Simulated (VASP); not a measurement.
Here is a VASP 6.6.1 calculation.

The input POSCAR:

```
CdSe
1.0
    0.0000000000      2.9307145461      2.9307145461
    2.9307145461      0.0000000000      2.9307145461
    2.9307145461      2.9307145461      0.0000000000
Cd Se
1 1
Direct
    0.0000000000      0.0000000000      0.0000000000
    0.5000000000      0.5000000000      0.5000000000
```

The input INCAR.step1:

```
SYSTEM = CdSe
PREC = Accurate
ENCUT = 520
EDIFF = 1E-5
ISMEAR = -1
SIGMA = 0.05
LREAL = .False.
LASPH = .True.
NELM = 60
ALGO = Normal
ISIF = 2
LWAVE = .True.
LCHARG = .False.
NBANDS = 16
GGA = PE
```

File INCAR.step2:

```
SYSTEM = CdSe
PREC = Accurate
ENCUT = 520
EDIFF = 1E-6
ISMEAR = -1
SIGMA = 0.05
LREAL = .False.
LASPH = .True.
NELM = 60
ALGO = Normal
ISIF = 2
LWAVE = .False.
LCHARG = .False.
GGA = PE
LHFCALC = .True.
AEXX = 1.0
ALDAC = 0.0
AGGAC = 0.0
PRECFOCK = Normal
NBANDS = 16
ISTART = 1
```

File KPOINTS:

```
regular mesh
0
Gamma
  4 4 4
  0 0 0
```

Potentials or basis: VASP PAW PBE potentials, release 64 (Cd, Se).

Run with:

```bash
$ cat potpaw_PBE.64/Cd/POTCAR potpaw_PBE.64/Se/POTCAR > POTCAR
$ cp INCAR.step1 INCAR
$ mpirun -np 1 vasp_std > vasp.out
$ cp INCAR.step2 INCAR
$ mpirun -np 1 vasp_std > vasp.out
```

Problem. Estimate the pressure.

Solution. -0.7 GPa.

Problem. What does it give for the band gap on the k mesh?

Solution. 6.57 eV (least direct gap 7.68 eV).

Caveat: the k points lie up to 0.46 Å⁻¹ apart; the PAW data sets were made with another functional, which shifts forces and pressure a little. A k mesh can miss the band edges.
